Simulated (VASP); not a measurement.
A run of VASP 6.6.1:

File INCAR:

```
PREC = Accurate
ENCUT = 400
EDIFF = 1E-6
ISMEAR = 0
SIGMA = 0.05
LREAL = False
LASPH = True
NELM = 120
ALGO = Normal
ISIF = 2
LWAVE = False
LCHARG = False
LDIPOL = True
IDIPOL = 3
DIPOL = 0.5 0.5 0.500
GGA = PS
NBANDS = 26
GGA_COMPAT = False
NELMDL = -8
```

KPOINTS

```
regular mesh
0
Gamma
  9 9 1
```

The input POSCAR:

```
AlAs
1.0
    4.0125456549      0.0000000000      0.0000000000
   -2.0062728275      3.4749664710      0.0000000000
    0.0000000000      0.0000000000     25.6477468762
As Al
4 4
Direct
    0.0000000000      0.0000000000      0.2924233476
    0.3333333333      0.6666666667      0.4201628260
    0.6666666667      0.3333333333      0.5479023044
    0.0000000000      0.0000000000      0.6756417828
    0.3333333333      0.6666666667      0.3243582172
    0.6666666667      0.3333333333      0.4520976956
    0.0000000000      0.0000000000      0.5798371740
    0.3333333333      0.6666666667      0.7075766524
```

Potentials or basis: VASP PAW PBE potentials, release 64 (As, Al).

Command:

```bash
$ cat potpaw_PBE.64/As/POTCAR potpaw_PBE.64/Al/POTCAR > POTCAR
$ mpirun -np 1 vasp_std > vasp.out
```

Hardware: 1 thread of Intel Xeon 8259CL, with other jobs on the host.

Task: Estimate the wall time of this run.

Result: Run time: 6.8 min on 1 thread of Intel Xeon 8259CL, on a shared host, peak memory 0.38 GiB. Counts: scf iterations 34, k points 12.
